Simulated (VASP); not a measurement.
Input of a VASP 6.6.1 run:

File INCAR:

```
SYSTEM = NdBi2S3
PREC     = Accurate       ! precision mode
ENCUT    = 500            ! plane-wave cutoff, eV
EDIFF    = 1E-7           ! SCF threshold, eV
ISMEAR   = 0              ! smearing method
SIGMA    = 0.1            ! smearing width, eV
LREAL    = .False.        ! projectors in reciprocal space
LASPH    = .True.         ! aspherical terms in the spheres
NELM     = 200            ! most SCF steps
ALGO     = Normal         ! electronic algorithm
ISIF     = 3              ! what is computed and relaxed
LWAVE    = .False.        ! write WAVECAR
LCHARG   = .False.        ! write CHGCAR
GGA      = PE             ! functional
IBRION   = 2              ! ionic algorithm
NSW      = 100            ! ionic steps
EDIFFG   = -0.01          ! ionic threshold
GGA_COMPAT= .False.      
NELMIN   = 4            
LMAXMIX  = 6              ! l up to which the mixer works
```

Contents of KPOINTS:

```
regular mesh
0
Gamma
  8 8 4
  0 0 0
```

File POSCAR:

```
NdBi2S3
1.0
    3.6335081696      0.0000000000      0.0000000000
    0.0000000000      3.6335081696      0.0000000000
    0.0000000000      0.0000000000     10.7580360766
Nd Bi S
1 2 3
Direct
    0.0000000000      0.0000000000      0.0000000000
    0.0000000000      0.0000000000      0.3495370474
    0.0000000000      0.0000000000      0.6504629526
    0.5000000000      0.5000000000      0.1437660445
    0.5000000000      0.5000000000      0.5000000000
    0.5000000000      0.5000000000      0.8562339555
```

Potentials or basis: VASP PAW PBE potentials, release 64 (Nd_3, Bi_d, S), 4f in core.

Run with:

```console
$ cat potpaw_PBE.64/Nd_3/POTCAR potpaw_PBE.64/Bi_d/POTCAR potpaw_PBE.64/S/POTCAR > POTCAR
$ mpirun -np 1 vasp_std > vasp.out
```

**Question.** Estimate the relaxed volume.

**Answer.** 23.64 Å³/atom.

**Question.** What does it give for the relaxed cell?

**Answer.** a = 3.637 Å, b = 3.637 Å, c = 10.723 Å, α = 90.00°, β = 90.00°, γ = 90.00°.

**Question.** What does it give for the space group after relaxing (to 0.1 Å)?

**Answer.** P4/mmm (No. 123).

**Question.** Predict the band gap on the k mesh.

**Answer.** Zero (an odd number of electrons rules out a gap without spin polarisation).

Forces on the atoms (eV/Å):
```
Nd   0.000  0.000  0.000
Bi   0.000  0.000  0.007
Bi   0.000  0.000 -0.007
S    0.000  0.000 -0.003
S    0.000  0.000  0.000
S    0.000  0.000  0.003
```

Caveat: spin-orbit coupling is left out, which moves the levels of the heavy elements; the 4f electrons are frozen in the core, so they carry no moment and show no levels; an odd number of electrons without spin polarisation forces a metal; a magnetic or distorted state may lie lower; the run has no spin polarisation, though such a crystal can be magnetic. With open d or f shells a metallic result of PBE can be an artefact of self-interaction; +U or a hybrid may open a gap.
